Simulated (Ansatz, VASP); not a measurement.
# Two plane-wave programs on BaTe

INCAR

```
SYSTEM = BaTe
PREC = Accurate ; ENCUT = 520
EDIFF = 1E-7 ; ISMEAR = 0
SIGMA = 0.05 ; LREAL = .False.
LASPH = .True. ; NELM = 100
ALGO = Normal ; ISIF = 2
LWAVE = .False. ; LCHARG = .False.
GGA = PS ; NBANDS = 15
```

Contents of KPOINTS:

```
Automatic mesh
0
Gamma
  6 6 6
  0 0 0
```

File POSCAR:

```
BaTe
1.0
    4.6034632800      0.0000000000      0.0000000000
    0.0000000000      4.6034632800      0.0000000000
    0.0000000000      0.0000000000      3.9214687200
Ba Te
1 1
Direct
    0.0000000000      0.0000000000      0.0000000000
    0.5000000000      0.5000000000      0.5000000000
```

Input for Ansatz:

```yaml
crystal:
  lattice:
    - [4.60346328, 0.0, 0.0]
    - [0.0, 4.60346328, 0.0]
    - [0.0, 0.0, 3.92146872]
  atoms:
    - { symbol: Ba, position: [0.0, 0.0, 0.0] }
    - { symbol: Te, position: [0.5, 0.5, 0.5] }
basis:
  ecutwfc: 420
kpoints:
  mp_grid: { grid: [6, 6, 6] }
hamiltonian:
  xc: pbesol
scf:
  occupations: { method: gaussian, width: 0.05 }
output:
  forces: true
  stress: true
  eigenvalues: true
```

Change from the starting cell: strain +0.080 along x and y, -0.080 along z, atoms carried along.

Alike in both runs: task single point; functional PBEsol; k mesh 6 × 6 × 6; occupations gaussian, width 0.05 eV; no spin polarisation.

```csv
,VASP,Ansatz
version,VASP 6.6.1,Ansatz 0.2.0
potentials or method,"VASP PAW PBE potentials, release 64 (Ba_sv, Te), cutoff 520 eV","scalar-relativistic, plane waves, PAW"
valence electrons in the cell,16,26
```

VASP gave:

| Property | Result |
| --- | --- |
| gap on the k mesh at the Fermi level (eV) | none |
| pressure (GPa) | -3.4 |
| traceless stress, the component that is largest in VASP (GPa) | 6.67 |

Estimate Ansatz's values.

gap on the k mesh at the Fermi level (eV): none; pressure (GPa): -3.7; traceless stress, the component that is largest in VASP (GPa): 6.85.

VASP's potentials were made for PBE, not for PBEsol. A gap of «none» marks a metal or a gap that the smearing closes. VASP's potentials hold 16 valence electrons a cell and Ansatz's 26, so a difference there can come from the potentials and not from the codes.

Neither program's run includes spin-orbit coupling.
